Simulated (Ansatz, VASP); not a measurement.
## NaP2: VASP beside Ansatz

```xyz
3
Lattice="4.0849 0.0000 0.0000 -2.0425 3.5377 0.0000 0.0000 0.0000 4.4256" Properties=species:S:1:pos:R:3 pbc="T T T"
Na    0.0000    0.0000    0.0000
P     0.0000    2.3584    2.2128
P     2.0425    1.1792    2.2128
```

Alike in both runs: task relaxation of cell and atoms; functional PBE; k mesh 15 × 15 × 10; occupations gaussian, width 0.1 eV; no spin polarisation.

|  | VASP | Ansatz |
| --- | --- | --- |
| version | VASP 6.6.1 | Ansatz 0.2.0 |
| potentials or method | VASP PAW PBE potentials, release 64 (Na_pv, P), cutoff 600 eV | scalar-relativistic, plane waves, PAW |
| valence electrons in the cell | 17 | 19 |

|  | VASP | Ansatz | Ansatz less VASP |
| --- | --- | --- | --- |
| gap on the k mesh at the Fermi level, each at its own relaxed structure (eV) | none | none | - |
| relaxed volume (Å³/atom) | 21.44 | 21.41 | -0.032 |
| relaxed length of the cell vector where the two differ most in proportion (Å) | 4.402 | 4.389 | -0.0123 |

A gap of «none» marks a metal or a gap that the smearing closes. VASP's potentials hold 17 valence electrons a cell and Ansatz's 19, so a difference there can come from the potentials and not from the codes.
